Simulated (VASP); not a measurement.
Set up this calculation in VASP 6.6.1, as the native input.

- Task: single point
- Functional: PBE
- Potentials or basis: VASP PAW PBE potentials, release 64 (Zr_sv)
- Cutoff: 520 eV
- k mesh: 12 × 12 × 1
- Occupations: gaussian, width 0.1 eV
- Spin: no spin polarisation
- Dipole correction: yes
- Further INCAR settings: ALGO = Fast; EDIFF = 1e-06; NBANDS = 25

The structure of Zr lies in POSCAR:

```
Zr
1.0
    3.2327898558      0.0000000000      0.0000000000
   -1.6163949279      2.7996781402      0.0000000000
    0.0000000000      0.0000000000     20.1691199317
Zr
3
Direct
    0.3333333333      0.6666666667      0.3718555904
    0.6666666667      0.3333333333      0.5000000000
    0.3333333333      0.6666666667      0.6281444096
```

The input as run:

INCAR

```
PREC = Accurate
ENCUT = 520
EDIFF = 1E-6
ISMEAR = 0
SIGMA = 0.1
LREAL = False
LASPH = True
NELM = 80
ALGO = Fast
ISIF = 2
LWAVE = False
LCHARG = True
LDIPOL = True
IDIPOL = 3
DIPOL = 0.5 0.5 0.500
GGA = PE
LELF = True
LVHAR = True
LVACPOTAV = True
NBANDS = 25
```

KPOINTS

```
Automatic mesh
0
Gamma
  12 12 1
```

Potentials or basis: VASP PAW PBE potentials, release 64 (Zr_sv).

Run with:

```bash
$ cat potpaw_PBE.64/Zr_sv/POTCAR > POTCAR
$ mpirun -np 1 vasp_std > vasp.out
```

Results of the run:

```json
{"Largest force": "0.361 eV/Å", "Band gap on the k mesh": "zero (bands 18 and 19 overlap by 1.10 eV)"}
```

Wall time 8 min on 1 thread of AMD EPYC 7R13, with other jobs on the host, peak memory 0.25 GiB.
